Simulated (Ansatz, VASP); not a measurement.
# One calculation of NaCl, two programs

```
CELL_PARAMETERS angstrom
0.00000 2.76066 2.82372
2.76066 0.00000 2.82372
2.76066 2.76066 0.00000
ATOMIC_POSITIONS crystal
Na 0.00000 0.00000 0.00000
Cl 0.50000 0.50000 0.50000
```

Change from the starting cell: epitaxial_xy strain -1.5%.

Alike in both runs: task single point; functional r2SCAN; k mesh 8 × 8 × 8; no spin polarisation.

```csv
,VASP,Ansatz
version,VASP 6.6.1,Ansatz 0.2.0
potentials or method,"VASP PAW PBE potentials, release 64 (Na_pv, Cl)","plane waves, PAW"
plane-wave cutoff (eV),520,500
occupations,"gaussian, width 0.01 eV",fixed
valence electrons in the cell,14,16
```

```csv
,VASP,Ansatz,Ansatz less VASP
gap on the k mesh at the Fermi level (eV),6.09,6.06,-0.023
pressure (GPa),0.5,0.7,+0.20
"traceless stress, the component that is largest in VASP (GPa)",-0.78,-0.79,-0.009
```

VASP's potentials were made for PBE, not for r2SCAN. VASP's potentials hold 14 valence electrons a cell and Ansatz's 16, so a difference there can come from the potentials and not from the codes.
